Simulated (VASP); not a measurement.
Wanted: the native input for a VASP 6.6.1 run.

```
Task                   : single point
Functional             : BLYP
Potentials or basis    : VASP PAW PBE potentials, release 64 (Sn_d)
Cutoff                 : 520 eV
k mesh                 : 9 × 9 × 9
Occupations            : fermi-dirac, width 0.1 eV
Spin                   : no spin polarisation
Dipole correction      : no
Further INCAR settings : ALGO = Normal; EDIFF = 1e-06; NBANDS = 21
```

The structure of Sn lies in POSCAR:

```
Sn
1.0
    0.0000000000      3.2333428000      3.2333428000
    3.2333428000      0.0000000000      3.2333428000
    3.2333428000      3.2333428000      0.0000000000
Sn
2
Direct
    0.0000000000      0.0000000000      0.0000000000
    0.2500000000      0.2500000000      0.2500000000
```

One way to write it, as run:

INCAR

```
SYSTEM = Sn
AGGAC = 1.0
AGGAX = 1.0
ALDAC = 0.0
ALDAX = 1.0
ALGO = Normal
EDIFF = 1E-6
ENCUT = 520
GGA = B5
ISIF = 2
ISMEAR = -1
LASPH = .True.
LCHARG = .False.
LREAL = .False.
LWAVE = .False.
NBANDS = 21
NELM = 100
PREC = Accurate
SIGMA = 0.1
```

KPOINTS

```
k-points
0
Gamma
  9 9 9
  0 0 0
```

Potentials or basis: VASP PAW PBE potentials, release 64 (Sn_d).

Run with:

```console
$ cat potpaw_PBE.64/Sn_d/POTCAR > POTCAR
$ mpirun -np 1 vasp_std > vasp.out
```

Results of the run:

The pressure is 6.5 GPa and the band gap on the k mesh is zero (band 14 reaches 6.28 eV, above the bottom of band 15 at 6.21 eV).

Caveat: the PAW data sets were made with another functional, which shifts forces and pressure a little; spin-orbit coupling is left out, which moves the levels of the heavy elements.

Run time: 2.1 min on 1 thread of AMD EPYC 7R13, on a shared host, peak memory 0.19 GiB.
